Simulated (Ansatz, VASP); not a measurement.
**ReS: VASP beside Ansatz**

```
Re S
1.0
     2.97552    0.00000    0.00000
     0.00000    2.97552    0.00000
     0.00000    0.00000    2.97552
Re S
1 1
Direct
  0.00000 0.00000 0.00000
  0.50000 0.50000 0.50000
```

Alike in both runs: functional PBE; k mesh 14 × 14 × 14; occupations gaussian, width 0.1 eV; no spin polarisation.

Ansatz relaxed the structure, and its values are those at the end. VASP's run is a single point on that final structure, the one shown.

|  | VASP | Ansatz |
| --- | --- | --- |
| version | VASP 6.6.1 | Ansatz 0.2.0 |
| potentials or method | VASP PAW PBE potentials, release 64 (Re, S), cutoff 520 eV | scalar-relativistic, plane waves, PAW |
| valence electrons in the cell | 13 | 21 |

VASP gave:

```
gap on the k mesh at the Fermi level (eV) : none
pressure (GPa)                            : 0.9
```

Q: Which values does Ansatz return?

A: gap on the k mesh at the Fermi level (eV): none; pressure (GPa): 0.0.

A gap of «none» marks a metal or a gap that the smearing closes. VASP's potentials hold 13 valence electrons a cell and Ansatz's 21, so a difference there can come from the potentials and not from the codes.

Neither program's run includes spin-orbit coupling.
